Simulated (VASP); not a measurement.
# InSb (I-4m2) in VASP: further runs

The runs below take InSb through single point, with PBE.

Program: VASP 6.6.1. These are calculated values, not measurements. Logs are shortened: lines on timing, memory, paths and dates and some standing lists are left out, and cuts for length are marked.

## Step 1: The cell of the first run

Symmetry: I-4m2, No. 119, tetragonal system. Conventional cell: a = 4.443 Å, b = 4.443 Å, c = 6.478 Å, α = 90.00°, β = 90.00°, γ = 90.00°. In (site symmetry -4m2) has 4 Sb at 2.75 Å within 3.6 Å. Within 3.6 Å of Sb (site symmetry -4m2) lie 4 In at 2.75 Å.

## Step 2: Single point, PBE (strain -0.030 along x and y, +0.000 along z)

INCAR reads:

```
SYSTEM = InSb
PREC = Accurate ; ENCUT = 520
EDIFF = 1E-7 ; ISMEAR = 0
SIGMA = 0.15 ; LREAL = .FALSE.
LASPH = .TRUE. ; NELM = 100
ALGO = Normal ; ISIF = 2
LWAVE = .FALSE. ; LCHARG = .FALSE.
GGA = PE ; NBANDS = 16
```

KPOINTS reads:

```
Automatic mesh
0
G
  12 12 12
  0 0 0
```

POSCAR reads:

```
InSb
1.0
    0.0000000000      3.1419270000      3.2391000000
    3.1419270000      0.0000000000      3.2391000000
    3.1419270000      3.1419270000      0.0000000000
In Sb
1 1
Direct
    0.0000000000      0.0000000000      0.0000000000
    0.7500000000      0.7500000000      0.7500000000
```

Potentials or basis: VASP PAW PBE potentials, release 64 (In_d, Sb).

Command:

```
cat potpaw_PBE.64/In_d/POTCAR potpaw_PBE.64/Sb/POTCAR > POTCAR
mpirun -np 1 vasp_std > vasp.out
```

OUTCAR:

```text
SYSTEM = InSb
   PREC = Accurate
   ENCUT = 520
   EDIFF = 1E-7
   ISMEAR = 0
   LREAL = .FALSE.
   LASPH = .TRUE.
   NELM = 100
   ISIF = 2
   GGA = PE

 ion  position               nearest neighbor table
   1  0.000  0.000  0.000-   2 2.75   2 2.75   2 2.75   2 2.75
   2  0.750  0.750  0.750-   1 2.75   1 2.75   1 2.75   1 2.75

  LATTYP: Found a body centered tetragonal cell.
 ALAT       =     4.4433557754
 C/A-ratio  =     1.4579521262

  Lattice vectors:

 A1 = (  -3.1419270000,   0.0000000000,   3.2391000000)
 A2 = (   3.1419270000,   0.0000000000,   3.2391000000)
 A3 = (   0.0000000000,   3.1419270000,  -3.2391000000)

Analysis of symmetry for initial positions (statically):
=====================================================================
 Subroutine PRICEL returns:
 Original cell was already a primitive cell.

 Routine SETGRP: Setting up the symmetry group for a
 body centered tetragonal supercell.

 Subroutine GETGRP returns: Found  8 space group operations
 (whereof  8 operations were pure point group operations)
 out of a pool of 16 trial point group operations.

The static configuration has the point symmetry D_2d.

Analysis of symmetry for dynamics (positions and initial velocities):
=====================================================================
 Subroutine PRICEL returns:
 Original cell was already a primitive cell.

 Routine SETGRP: Setting up the symmetry group for a
 body centered tetragonal supercell.

 Subroutine GETGRP returns: Found  8 space group operations
 (whereof  8 operations were pure point group operations)
 out of a pool of 16 trial point group operations.

The dynamic configuration has the point symmetry D_2d.

 Subroutine INISYM returns: Found  8 space group operations
 (whereof  8 operations are pure point group operations),
 and found     1 'primitive' translations

----------------------------------------------------------------------------------------

                                     Primitive cell

  volume of cell :      63.9509

  direct lattice vectors                    reciprocal lattice vectors
     0.000000000  3.141927000  3.239100000    -0.159138007  0.159138007  0.154363867
     3.141927000  0.000000000  3.239100000     0.159138007 -0.159138007  0.154363867
     3.141927000  3.141927000  0.000000000     0.159138007  0.159138007 -0.154363867

  length of vectors
     4.512590618  4.512590618  4.443355775     0.272906602  0.272906602  0.272906602

  position of ions in fractional coordinates (direct lattice)
     0.000000000  0.000000000  0.000000000
     0.750000000  0.750000000  0.750000000

  ion indices of the primitive-cell ions
   primitive index   ion index
                 1           1
                 2           2

----------------------------------------------------------------------------------------

 KPOINTS: Automatic mesh

Automatic generation of k-mesh.
 Grid dimensions read from file:
 generate k-points for:   12   12   12

 Generating k-lattice:

  Cartesian coordinates                     Fractional coordinates (reciprocal lattice)
    -0.013261501  0.013261501  0.012863656     0.083333333 -0.000000000  0.000000000
     0.013261501 -0.013261501  0.012863656    -0.000000000  0.083333333  0.000000000
     0.013261501  0.013261501 -0.012863656     0.000000000  0.000000000  0.083333333

  Length of vectors
     0.022742217  0.022742217  0.022742217

  Shift w.r.t. Gamma in fractional coordinates (k-lattice)
     0.000000000  0.000000000  0.000000000

 Subroutine IBZKPT returns following result:
 ===========================================

 Found    163 irreducible k-points:

 Following reciprocal coordinates:
            Coordinates               Weight
  0.000000  0.000000  0.000000      1.000000
  0.083333  0.000000  0.000000      8.000000
  0.166667  0.000000  0.000000      8.000000
  0.250000  0.000000  0.000000      8.000000
  0.333333  0.000000  0.000000      8.000000
  0.416667  0.000000  0.000000      8.000000
[... 16 lines left out ...]
  0.500000  0.166667  0.000000      8.000000
 -0.416667  0.166667  0.000000      8.000000
 [... further k-points ...]
   k-points           NKPTS =    163   k-points in BZ     NKDIM =    163   number of bands    NBANDS=     16
   number of dos      NEDOS =    301   number of ions     NIONS =      2
   total plane-waves  NPLWV =  46656
   dimension x,y,z NGX =    36 NGY =   36 NGZ =   36
   dimension x,y,z NGXF=    72 NGYF=   72 NGZF=   72
   ions per type =               1   1
   NGX,Y,Z   is equivalent  to a cutoff of  13.26, 13.26, 13.47 a.u.
   NGXF,Y,Z  is equivalent  to a cutoff of  26.53, 26.53, 26.94 a.u.
 SYSTEM =  InSb
   PREC   = accura    normal or accurate (medium, high low for compatibility)
   ISTART =      0    job   : 0-new  1-cont  2-samecut
   ICHARG =      2    charge: 1-file 2-atom 10-const
   ISPIN  =      1    spin polarized calculation?
   LNONCOLLINEAR =      F non collinear calculations
   LSORBIT =      F    spin-orbit coupling
   LASPH  =      T    aspherical Exc in radial PAW
   ENCUT  =  520.0 eV  38.22 Ry    6.18 a.u.   8.39  8.39  8.26*2*pi/ulx,y,z
   NELM   =    100;   NELMIN=  2; NELMDL= -5     # of ELM steps
   EDIFF  = 0.1E-06   stopping-criterion for ELM
   LREAL  =      F    real-space projection
   EDIFFG = 0.1E-05   stopping-criterion for IOM
   NSW    =      0    number of steps for IOM
   IBRION =     -1    ionic relax: 0-MD 1-quasi-New 2-CG
   NFREE  =      0    steps in history (QN), initial steepest desc. (CG)
   ISIF   =      2    stress and relaxation
   ISYM   =      2    0-nonsym 1-usesym 2-fastsym
   POTIM  = 0.5000    time-step for ionic-motion
   TEBEG  =    0.0;   TEEND  =   0.0 temperature during run
   PSTRESS=    0.0 pullay stress
   NELECT =      18.0000    total number of electrons
   NUPDOWN=      -1.0000    fix difference up-down
   EMIN   =  10.00;   EMAX   =-10.00  energy-range for DOS
   EFERMI =   0.00;   METHOD = LEGACY
   ISMEAR =     0;   SIGMA  =   0.15  broadening in eV -4-tet -1-fermi 0-gaus
   EFERMI_NEDOS =   21; number of points for ismear=-14 and -15
   IALGO  =     38    algorithm
   IMIX   =      4    mixing-type and parameters
     AMIX     =   0.40;   BMIX     =  1.00
     AMIX_MAG =   1.60;   BMIX_MAG =  1.00
  volume/ion in A,a.u.               =      31.98       215.78
  Fermi-wavevector in a.u.,A,eV,Ry     =   1.072878  2.027445 15.661207  1.151066
  Thomas-Fermi vector in A             =   2.208661
   LORBIT       =      0    0 simple, 1 ext, 2 COOP (PROOUT), +10 PAW based schemes
   GGA     = PE    functional components
   LHFCALC =     F    Hartree Fock is set to
   AEXX    =    0.0000 exact exchange contribution
   IVDW    =     0    specifies the selected vdW correction
   LEPSILON=     F    determine dielectric tensor
   LRPA    =     F    only Hartree local field effects (RPA)
 non-spin polarized calculation
 Gauss-broadening in eV      SIGMA  =   0.15
  energy-cutoff  :      520.00
  volume of cell :       63.95
 maximum number of plane-waves:      1745
 NGX is ok and might be reduce to    36
   NGX = 17   NGY = 17   NGZ = 17

 number of electron      18.0000003 magnetization

 Free energy of the ion-electron system (eV)
  ---------------------------------------------------
  ext. energy  EPLUGINS =         0.00000000
  ---------------------------------------------------
  free energy    TOTEN  =        -6.78251962 eV

  energy without entropy =       -6.78234151  energy(sigma->0) =       -6.78243057

 E-fermi :   5.9495     XC(G=0):  -8.9527

 val. band max:        5.9435276091   @ k =   0.0000   0.0000   0.0000
 cond. band min:       6.4150788343   @ k =   0.5000   0.0000   0.0000
 fundamental gap:      0.4715512251
 Fermi energy:         5.9495110466

 k-point     1 :       0.0000    0.0000    0.0000
  band No.  band energies     occupation
      1      -8.9786      2.00000
      2      -8.9723      2.00000
      3      -8.9723      2.00000
      4      -8.8721      2.00000
      5      -8.8696      2.00000
      6      -5.3458      2.00000
[... 8 lines left out ...]
     15      13.9187      0.00000
     16      14.2663      0.00000

 k-point     2 :       0.0833    0.0000    0.0000
  band No.  band energies     occupation
      1      -8.9801      2.00000
      2      -8.9733      2.00000
      3      -8.9705      2.00000
      4      -8.8724      2.00000
      5      -8.8697      2.00000
      6      -5.2764      2.00000
[... 8 lines left out ...]
     15      13.3698      0.00000
     16      13.7728      0.00000

 k-point     3 :       0.1667    0.0000    0.0000
  band No.  band energies     occupation
      1      -8.9904      2.00000
      2      -8.9695      2.00000
      3      -8.9657      2.00000
      4      -8.8730      2.00000
      5      -8.8696      2.00000
      6      -5.0731      2.00000
[... 8 lines left out ...]
     15      13.0317      0.00000
     16      13.2625      0.00000

 k-point     4 :       0.2500    0.0000    0.0000
  band No.  band energies     occupation
      1      -9.0056      2.00000
      2      -8.9633      2.00000
      3      -8.9594      2.00000
      4      -8.8733      2.00000
      5      -8.8690      2.00000
      6      -4.7532      2.00000
[... 8 lines left out ...]
     15      13.1093      0.00000
     16      13.1728      0.00000

 k-point     5 :       0.3333    0.0000    0.0000
  band No.  band energies     occupation
      1      -9.0206      2.00000
      2      -8.9578      2.00000
      3      -8.9539      2.00000
      4      -8.8730      2.00000
      5      -8.8677      2.00000
      6      -4.3583      2.00000
[... 8 lines left out ...]
     15      13.5847      0.00000
     16      13.6454      0.00000

 k-point     6 :       0.4167    0.0000    0.0000
  band No.  band energies     occupation
      1      -9.0315      2.00000
      2      -8.9542      2.00000
      3      -8.9502      2.00000
      4      -8.8723      2.00000
      5      -8.8662      2.00000
      6      -3.9847      2.00000
[... 8 lines left out ...]
     15      14.3775      0.00000
     16      14.5520      0.00000

 k-point     7 :       0.5000    0.0000    0.0000
  band No.  band energies     occupation
      1      -9.0355      2.00000
      2      -8.9530      2.00000
      3      -8.9490      2.00000
      4      -8.8719      2.00000
      5      -8.8655      2.00000
      6      -3.8166      2.00000
[... 8 lines left out ...]
     15      15.0294      0.00000
     16      15.2457      0.00000

 k-point     8 :       0.0833    0.0833    0.0000
  band No.  band energies     occupation
      1      -8.9860      2.00000
      2      -8.9688      2.00000
      3      -8.9688      2.00000
      4      -8.8715      2.00000
      5      -8.8706      2.00000
      6      -5.2564      2.00000
[... 8 lines left out ...]
     15      12.6649      0.00000
     16      14.4891      0.00000

 k-point     9 :       0.1667    0.0833    0.0000
  band No.  band energies     occupation
      1      -8.9946      2.00000
      2      -8.9656      2.00000
      3      -8.9640      2.00000
      4      -8.8716      2.00000
      5      -8.8711      2.00000
      6      -5.1004      2.00000
[... 8 lines left out ...]
     15      12.7977      0.00000
     16      14.0306      0.00000
[... 172 lines left out ...]
 k-point    19 :       0.1667    0.1667    0.0000
  band No.  band energies     occupation
      1      -9.0050      2.00000
      2      -8.9591      2.00000
      3      -8.9591      2.00000
      4      -8.8739      2.00000
      5      -8.8698      2.00000
      6      -4.9931      2.00000
[... 8 lines left out ...]
     15      13.2264      0.00000
     16      14.6866      0.00000

 k-point    20 :       0.2500    0.1667    0.0000
  band No.  band energies     occupation
      1      -9.0167      2.00000
      2      -8.9539      2.00000
      3      -8.9526      2.00000
      4      -8.8758      2.00000
      5      -8.8691      2.00000
      6      -4.7591      2.00000
[... 8 lines left out ...]
     15      13.9608      0.00000
     16      14.5118      0.00000

 k-point    21 :       0.3333    0.1667    0.0000
  band No.  band energies     occupation
      1      -9.0278      2.00000
      2      -8.9502      2.00000
      3      -8.9464      2.00000
      4      -8.8762      2.00000
      5      -8.8687      2.00000
      6      -4.4209      2.00000
[... 8 lines left out ...]
     15      14.2029      0.00000
     16      14.5993      0.00000

 k-point    22 :       0.4167    0.1667    0.0000
  band No.  band energies     occupation
      1      -9.0368      2.00000
      2      -8.9481      2.00000
      3      -8.9423      2.00000
      4      -8.8749      2.00000
      5      -8.8691      2.00000
      6      -4.0320      2.00000
[... 8 lines left out ...]
     15      14.5148      0.00000
     16      15.1187      0.00000

 k-point    23 :       0.5000    0.1667    0.0000
  band No.  band energies     occupation
      1      -9.0419      2.00000
      2      -8.9472      2.00000
      3      -8.9407      2.00000
      4      -8.8723      2.00000
      5      -8.8704      2.00000
      6      -3.7120      2.00000
[... 8 lines left out ...]
     15      14.9477      0.00000
     16      15.1778      0.00000

 k-point    24 :      -0.4167    0.1667    0.0000
  band No.  band energies     occupation
      1      -9.0417      2.00000
      2      -8.9476      2.00000
      3      -8.9419      2.00000
      4      -8.8728      2.00000
      5      -8.8696      2.00000
      6      -3.6481      2.00000
[... 8 lines left out ...]
     15      14.1367      0.00000
     16      14.4234      0.00000

 [... further k-points ...]

------------------------ aborting loop because EDIFF is reached ----------------------------------------

  FORCE on cell =-STRESS in cart. coord.  units (eV):
  Direction    XX          YY          ZZ          XY          YZ          ZX
  --------------------------------------------------------------------------------------
  -------------------------------------------------------------------------------------
  Total        2.7730548      2.7730548      2.4554395      0.0000000     -0.0000000     -0.0000000
  in kB       69.4740309     69.4740309     61.5167368      0.0000000     -0.0000000     -0.0000000
  external PRESSURE =      66.8215995 kB  Pullay stress =       0.0000000 kB

 VOLUME and BASIS-vectors are now :
 -----------------------------------------------------------------------------
  energy-cutoff  :      520.00
  volume of cell :       63.95
      direct lattice vectors                 reciprocal lattice vectors
     0.000000000  3.141927000  3.239100000    -0.159138007  0.159138007  0.154363867
     3.141927000  0.000000000  3.239100000     0.159138007 -0.159138007  0.154363867
     3.141927000  3.141927000  0.000000000     0.159138007  0.159138007 -0.154363867

 POSITION                                       TOTAL-FORCE (eV/Angst)
 -----------------------------------------------------------------------------------
      0.00000      0.00000      0.00000        -0.000000     -0.000000     -0.000000
      4.71289      4.71289      4.85865         0.000000      0.000000      0.000000
 -----------------------------------------------------------------------------------
    total drift:                                0.000000      0.000000     -0.000000

  FREE ENERGIE OF THE ION-ELECTRON SYSTEM (eV)
  ---------------------------------------------------
  free  energy   TOTEN  =        -6.7825196241 eV

  energy  without entropy=       -6.7823415083  energy(sigma->0) =       -6.78243057
```

Wall time 3.9 min (1 thread of Intel Xeon 8259CL, shared host); peak memory 0.33 GiB.

What came out:

```
Free energy            : -6.7825 eV
Pressure               : 6.7 GPa
Band gap on the k mesh : 0.11 eV
```

Caveat: the cell differs from its parent crystal (strain -0.030 along x and y, +0.000 along z); the cell stands under pressure; semilocal functionals underestimate gaps, and a narrow one can read as zero; spin-orbit coupling is left out, which moves the levels of the heavy elements. A k mesh can miss the band edges.

## Step 3: Single point, PBE (strain -0.030 along x and y, +0.015 along z)

INCAR reads:

```
SYSTEM = InSb
ALGO = Normal ; EDIFF = 1E-6
ENCUT = 520 ; GGA = PE
ISIF = 2 ; ISMEAR = 0
LASPH = .TRUE. ; LCHARG = .FALSE.
LREAL = .FALSE. ; LWAVE = .FALSE.
NBANDS = 16 ; NELM = 60
PREC = Accurate ; SIGMA = 0.15
```

KPOINTS reads:

```
k-points
0
G
  12 12 12
  0 0 0
```

POSCAR reads:

```
InSb
1.0
    0.0000000000      3.1419270000      3.2876865000
    3.1419270000      0.0000000000      3.2876865000
    3.1419270000      3.1419270000      0.0000000000
In Sb
1 1
Direct
    0.0000000000      0.0000000000      0.0000000000
    0.7500000000      0.7500000000      0.7500000000
```

Potentials or basis: VASP PAW PBE potentials, release 64 (In_d, Sb).

Command:

```
cat potpaw_PBE.64/In_d/POTCAR potpaw_PBE.64/Sb/POTCAR > POTCAR
mpirun -np 1 vasp_std > vasp.out
```

OUTCAR:

```text
SYSTEM = InSb
   EDIFF = 1E-6
   ENCUT = 520
   GGA = PE
   ISIF = 2
   ISMEAR = 0
   LASPH = .TRUE.
   LREAL = .FALSE.
   NELM = 60
   PREC = Accurate

 ion  position               nearest neighbor table
   1  0.000  0.000  0.000-   2 2.76   2 2.76   2 2.76   2 2.76
   2  0.750  0.750  0.750-   1 2.76   1 2.76   1 2.76   1 2.76

  LATTYP: Found a body centered tetragonal cell.
 ALAT       =     4.4433557754
 C/A-ratio  =     1.4798214081

  Lattice vectors:

[... 645 lines left out ...]

  FORCE on cell =-STRESS in cart. coord.  units (eV):
  Direction    XX          YY          ZZ          XY          YZ          ZX
  --------------------------------------------------------------------------------------
  -------------------------------------------------------------------------------------
  Total        2.4747634      2.4747634      1.9708807      0.0000000      0.0000000      0.0000000
  in kB       61.0845930     61.0845930     48.6472549      0.0000000      0.0000000      0.0000000
  external PRESSURE =      56.9388136 kB  Pullay stress =       0.0000000 kB

 VOLUME and BASIS-vectors are now :
 -----------------------------------------------------------------------------
  energy-cutoff  :      520.00
  volume of cell :       64.91
      direct lattice vectors                 reciprocal lattice vectors
     0.000000000  3.141927000  3.287686500    -0.159138007  0.159138007  0.152082627
     3.141927000  0.000000000  3.287686500     0.159138007 -0.159138007  0.152082627
     3.141927000  3.141927000  0.000000000     0.159138007  0.159138007 -0.152082627

 POSITION                                       TOTAL-FORCE (eV/Angst)
 -----------------------------------------------------------------------------------
      0.00000      0.00000      0.00000        -0.000000     -0.000000     -0.000000
      4.71289      4.71289      4.93153         0.000000      0.000000      0.000000
 -----------------------------------------------------------------------------------
    total drift:                                0.000000      0.000000      0.000001

  FREE ENERGIE OF THE ION-ELECTRON SYSTEM (eV)
  ---------------------------------------------------
  free  energy   TOTEN  =        -6.8156438640 eV

  energy  without entropy=       -6.8154240801  energy(sigma->0) =       -6.81553397
```

stdout:

```text
POSCAR found type information on POSCAR InSb
 POSCAR found :  2 types and       2 ions
 scaLAPACK will be used
 LDA part: xc-table for (Slater+PW92), standard interpolation
 POSCAR, INCAR and KPOINTS ok, starting setup
 FFT: planning ... GRIDC
 FFT: planning ... GRID_SOFT
 FFT: planning ... GRID
 WAVECAR not read
 entering main loop
```

It took 3.7 min on 1 thread of Intel Xeon 8259CL, shared host; peak memory 0.33 GiB.

Results:

```
Free energy            : -6.8156 eV
Pressure               : 5.7 GPa
Band gap on the k mesh : zero (filled and empty bands touch)
```

Caveat: the cell differs from its parent crystal (strain -0.030 along x and y, +0.015 along z); the cell stands under pressure; semilocal functionals underestimate gaps, and a narrow one can read as zero; spin-orbit coupling is left out, which moves the levels of the heavy elements.

[end of part 1 of 3]

The gap in the log of VASP goes by the Fermi energy; the results here count the filled bands.